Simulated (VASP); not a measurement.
# Si6O in VASP: further runs, part 2 of 2

VASP 6.6.1.

## Step 3: Single point, PBE, collinear spin, ferromagnetic start

INCAR

```
PREC = Accurate
ENCUT = 520
EDIFF = 1E-6
ISMEAR = 0
SIGMA = 0.05
LREAL = F
LASPH = T
NELM = 150
ALGO = Normal
ISIF = 2
LWAVE = F
LCHARG = T
ISPIN = 2
MAGMOM = 0 0 0 0 0 0 2
LORBIT = 11
LDIPOL = T
IDIPOL = 3
DIPOL = 0.5 0.5 0.364
GGA = PE
LELF = T
LVHAR = T
LVACPOTAV = T
NBANDS = 28
```

KPOINTS

```
Automatic mesh
0
Gamma
  9 9 1
```

POSCAR

```
Si6O
1.0
    3.8512806261      0.0000000000      0.0000000000
   -1.9256403131      3.3353068593      0.0000000000
    0.0000000000      0.0000000000     22.5327139716
Si O
6 1
Direct
    0.6666666667      0.3333333333      0.1775196723
    0.3333333333      0.6666666667      0.2130730340
    0.3333333333      0.6666666667      0.3187592658
    0.6666666667      0.3333333333      0.3526875901
    0.6666666667      0.3333333333      0.4598337302
    0.3333333333      0.6666666667      0.4896309422
    0.6666666667      1.3333333333      0.5359476899
```

Potentials or basis: VASP PAW PBE potentials, release 64 (Si, O).

Started as:

```bash
cat potpaw_PBE.64/Si/POTCAR potpaw_PBE.64/O/POTCAR > POTCAR
mpirun -np 1 vasp_std > vasp.out
```

OUTCAR:

```text
PREC = Accurate
   ENCUT = 520
   EDIFF = 1E-6
   ISMEAR = 0
   LREAL = F
   LASPH = T
   NELM = 150
   ISIF = 2
   ISPIN = 2
   LORBIT = 11
   GGA = PE

 ion  position               nearest neighbor table
   1  0.667  0.333  0.178-   2 2.36   2 2.36   2 2.36
   2  0.333  0.667  0.213-   1 2.36   1 2.36   1 2.36   3 2.38
   3  0.333  0.667  0.319-   4 2.35   4 2.35   4 2.35   2 2.38
   4  0.667  0.333  0.353-   3 2.35   3 2.35   3 2.35   5 2.41
   5  0.667  0.333  0.460-   7 1.72   6 2.32   6 2.32   6 2.32   4 2.41
   6  0.333  0.667  0.490-   5 2.32   5 2.32   5 2.32   7 2.46   7 2.46   7 2.46
   7  0.667  0.333  0.536-   5 1.72   6 2.46   6 2.46   6 2.46

  LATTYP: Found a hexagonal cell.
 ALAT       =     3.8512806261
 C/A-ratio  =     5.8507068581

  Lattice vectors:
[... 954 lines left out ...]
      1.92564      1.11177      7.94701         0.000000      0.000000      0.336398
      1.92564      1.11177     10.36130         0.000000      0.000000     -0.141918
     -0.00000      2.22354     11.03271         0.000000      0.000000     -0.030330
      1.92564      1.11177     12.07636         0.000000      0.000000      0.078084
 -----------------------------------------------------------------------------------
    total drift:                               -0.000000      0.000000      0.000347

  FREE ENERGIE OF THE ION-ELECTRON SYSTEM (eV)
  ---------------------------------------------------
  free  energy   TOTEN  =       -35.3424024294 eV

  energy  without entropy=      -35.3376675216  energy(sigma->0) =      -35.34003498

 vacuum level on the upper side and lower side of the slab         5.823         4.053

 total charge

# of ion       s       p       d       tot
------------------------------------------
    1        0.799   0.838   0.000   1.637
    2        0.758   0.909   0.000   1.666
    3        0.767   0.908   0.000   1.676
    4        0.771   0.894   0.000   1.665
    5        0.741   0.911   0.000   1.653
    6        0.841   0.731   0.000   1.573
    7        1.610   3.302   0.000   4.912
--------------------------------------------------
tot          6.288   8.494   0.000  14.782

 magnetization (x)

# of ion       s       p       d       tot
------------------------------------------
    1       -0.026  -0.132   0.000  -0.159
    2       -0.002  -0.010   0.000  -0.013
    3       -0.005  -0.026   0.000  -0.032
    4        0.000   0.000   0.000   0.001
    5       -0.000   0.012   0.000   0.011
    6       -0.006   0.014   0.000   0.008
    7        0.000   0.051   0.000   0.051
--------------------------------------------------
tot         -0.040  -0.092   0.000  -0.132
```

OSZICAR:

```text
N       E                     dE             d eps       ncg     rms          rms(c)
DAV:   1     0.142361075204E+03    0.14236E+03   -0.10344E+04  1344   0.812E+02
DAV:   2    -0.170022006685E+02   -0.15936E+03   -0.14757E+03  1808   0.158E+02
DAV:   3    -0.359740380143E+02   -0.18972E+02   -0.18286E+02  1716   0.531E+01
DAV:   4    -0.365642246092E+02   -0.59019E+00   -0.58668E+00  1764   0.110E+01
[... 28 lines left out ...]
DAV:  33    -0.353423594811E+02   -0.49623E-04   -0.13108E-06  1360   0.309E-03    0.709E-04
DAV:  34    -0.353423841657E+02   -0.24685E-04   -0.83610E-07  1452   0.257E-03    0.453E-04
DAV:  35    -0.353423980842E+02   -0.13918E-04   -0.46123E-07  1300   0.237E-03    0.264E-04
DAV:  36    -0.353424014852E+02   -0.34011E-05   -0.12438E-07  1380   0.130E-03    0.178E-04
DAV:  37    -0.353424024294E+02   -0.94416E-06   -0.45404E-08  1320   0.635E-04
   1 F= -.35342402E+02 E0= -.35340035E+02  d E =-.473491E-02  mag=    -0.4847
```

stdout:

```text
POSCAR found type information on POSCAR SiO
 POSCAR found :  2 types and       7 ions
 scaLAPACK will be used
 LDA part: xc-table for (Slater+PW92), standard interpolation
 POSCAR, INCAR and KPOINTS ok, starting setup
 FFT: planning ... GRIDC
 FFT: planning ... GRID_SOFT
 FFT: planning ... GRID
 WAVECAR not read
 entering main loop
 -----------------------------------------------------------------------------
|                                                                             |
|           W    W    AA    RRRRR   N    N  II  N    N   GGGG   !!!           |
|           W    W   A  A   R    R  NN   N  II  NN   N  G    G  !!!           |
|           W    W  A    A  R    R  N N  N  II  N N  N  G       !!!           |
|           W WW W  AAAAAA  RRRRR   N  N N  II  N  N N  G  GGG   !            |
|           WW  WW  A    A  R   R   N   NN  II  N   NN  G    G                |
|           W    W  A    A  R    R  N    N  II  N    N   GGGG   !!!           |
|                                                                             |
|     Did not find any points to average over, which means that no vacuum     |
|     field-free region was found. Please increase the size of  your cell     |
|     in the dimension of the dipole correction to obtain accurate            |
|     workfunction values.                                                    |
|                                                                             |
 -----------------------------------------------------------------------------
```

It took 5.5 min on 1 thread of AMD EPYC 9R45 (Zen 5), shared host; peak memory 0.55 GiB.

What came out:

```yaml
Free_energy: -35.3424 eV
Largest_force: 0.617 eV/Å
Net_moment: -0.48 μB per cell
Site_moments: Si -0.16, -0.01, -0.03, +0.00, +0.01; O +0.05 μB
Valence_electrons_inside_the_program's_atomic_spheres: Si 1.64, 1.67, 1.68, 1.65, 1.57; O 4.91
```

Forces on the atoms (eV/Å):
```
Si   0.000  0.000  0.475
Si   0.000  0.000 -0.617
Si   0.000  0.000 -0.100
Si   0.000  0.000  0.336
Si   0.000  0.000 -0.142
Si   0.000  0.000 -0.030
O    0.000  0.000  0.078
```

## Step 4: Single point, PBE, collinear spin, ferromagnetic start

INCAR

```
  ALGO = Normal
  DIPOL = 0.5 0.5 0.352
  EDIFF = 1E-7
  ENCUT = 520
  GGA = PE
  IDIPOL = 3
  ISIF = 2
  ISMEAR = 0
  ISPIN = 2
  LASPH = True
  LCHARG = False
  LDIPOL = True
  LORBIT = 11
  LREAL = False
  LWAVE = False
  MAGMOM = 0 0 0 0 0 0 2
  NBANDS = 28
  NELM = 150
  PREC = Accurate
  SIGMA = 0.05
```

KPOINTS

```
k-points
0
Gamma
  9 9 1
```

POSCAR, as its differences from that of step 3:

```diff
@@ -14,2 +14,2 @@
     0.3333333333      0.6666666667      0.4896309422
-    0.6666666667      1.3333333333      0.5359476899
+    1.0000000000      1.0000000000      0.4494344912
```

Started as:

```bash
cat potpaw_PBE.64/Si/POTCAR potpaw_PBE.64/O/POTCAR > POTCAR
mpirun -np 1 vasp_std > vasp.out
```

Wall time 6.9 min (1 thread of AMD EPYC 9R45 (Zen 5), shared host); peak memory 0.55 GiB.

The run converged. Its results:

| Property | Result |
| --- | --- |
| Free energy | -34.8767 eV |
| Largest force | 0.678 eV/Å |
| Band gap on the k mesh | zero (filled and empty bands overlap) |
| Net moment | 0.00 μB per cell |
| Valence electrons inside the program's atomic spheres | Si 1.64, 1.66, 1.68, 1.67, 1.60; O 4.86 |

Forces on the atoms (eV/Å):
```
Si   0.000  0.000  0.494
Si   0.000  0.000 -0.678
Si   0.000  0.000  0.190
Si   0.000  0.000  0.056
Si   0.000  0.000 -0.563
Si   0.000  0.000  0.470
O    0.000  0.000  0.033
```

Levels at points of the mesh, in eV from the Fermi level:
Spin up:
```csv
k point,band 11,band 12,band 13,band 14,band 15,band 16,band 17,band 18,band 19,band 20
"(0.00, 0.00, 0.00)",-1.37,-0.71,-0.71,-0.59,0.03,0.03,0.88,1.53,2.52,2.96
```
Spin down:
```tsv
k point	band 13	band 14	band 15	band 16	band 17	band 18
(0.00, 0.00, 0.00)	-0.71	-0.59	0.03	0.03	0.88	1.53
```
